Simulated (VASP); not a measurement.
# ZrBF: relaxation of cell and atoms with PBE

ZrBF:

```
Zr B F
1.0
     3.39924    0.00000    0.00000
     0.00000    3.39924    0.00000
     0.00000    0.00000    6.29882
Zr B F
2 2 2
Direct
  0.00000 0.50000 0.26462
  0.50000 0.00000 0.73538
  0.00000 0.50000 0.63263
  0.50000 0.00000 0.36737
  0.00000 0.00000 0.00000
  0.50000 0.50000 0.00000
```

The cell was generated, and may not be a known phase.

```yaml
Program: VASP 6.6.1
Task: relaxation of cell and atoms
Functional: PBE
Potentials_or_basis: VASP PAW PBE potentials, release 64 (Zr_sv, B, F)
Cutoff: 600 eV
k_mesh: 12 × 12 × 6
Occupations: gaussian, width 0.1 eV
Spin: no spin polarisation
Dipole_correction: no
Further_INCAR_settings: ALGO = Normal; EDIFF = 1e-07; IBRION = 2; EDIFFG = -0.01; NSW = 100; ISIF = 3
```

| Property | Result |
| --- | --- |
| Relaxed volume | 12.11 Å³/atom |
| Relaxed cell | a = 3.388 Å, b = 3.388 Å, c = 6.332 Å, α = 90.00°, β = 90.00°, γ = 90.00° |
| Space group after relaxing (to 0.1 Å) | P4/nmm (No. 129) |
| Energy gained by relaxing | 0.9 meV/atom |
| Ionic steps | 7 |
| Pressure after relaxing | 0.0 GPa |
| Largest force after relaxing | 0.006 eV/Å |
| Band gap on the k mesh | zero (bands 22 and 23 overlap by 1.21 eV) |

Forces in eV/Å, atoms in the order of the input:
```
Zr   0.000  0.000 -0.006
Zr   0.000  0.000  0.006
B    0.000  0.000 -0.001
B    0.000  0.000  0.001
F    0.000  0.000  0.000
F    0.000  0.000  0.000
```

Step by step:
```
step  energy change (eV)  largest force (eV/Å)  pressure (GPa)  volume (Å³)
   1              0.0000                0.1856           -0.12        72.78
   2             -0.0038                0.1006            0.05        72.68
   3             -0.0041                0.1049            0.12        72.65
   4             -0.0052                0.0578           -0.04        72.73
   5             -0.0055                0.0202           -0.17        72.79
   6             -0.0056                0.0071            0.14        72.64
   7             -0.0056                0.0062            0.05        72.69
```

Final structure:
```xyz
6
Lattice="3.3881 0.0000 0.0000 0.0000 3.3881 0.0000 0.0000 0.0000 6.3319" Properties=species:S:1:pos:R:3 pbc="T T T"
Zr    0.0000    1.6941    1.6638
Zr    1.6941    0.0000    4.6681
B     0.0000    1.6941    3.9865
B     1.6941    0.0000    2.3454
F     0.0000    0.0000    0.0000
F     1.6941    1.6941    0.0000
```

Levels at points of the mesh, in eV from the Fermi level:
```csv
k point,band 20,band 21,band 22,band 23,band 24,band 25
"(0.00, 0.00, 0.00)",-0.67,-0.32,-0.32,1.28,2.30,2.79
"(0.50, 0.00, 0.00)",-1.94,-1.09,-1.09,-0.17,-0.17,3.03
"(0.50, 0.50, 0.00)",-3.27,-0.67,-0.67,1.09,1.09,4.12
"(0.00, 0.00, 0.50)",-0.31,-0.31,0.04,0.44,1.27,2.91
"(0.50, 0.00, 0.50)",-2.40,-0.93,-0.93,0.20,0.20,3.20
"(0.50, 0.50, 0.50)",-3.23,-0.20,-0.20,1.10,1.10,3.63
```

It took 11 min on 1 thread of AMD EPYC 9R45 96-Core Processor (Zen 5) (shared host), peak memory 0.34 GiB.
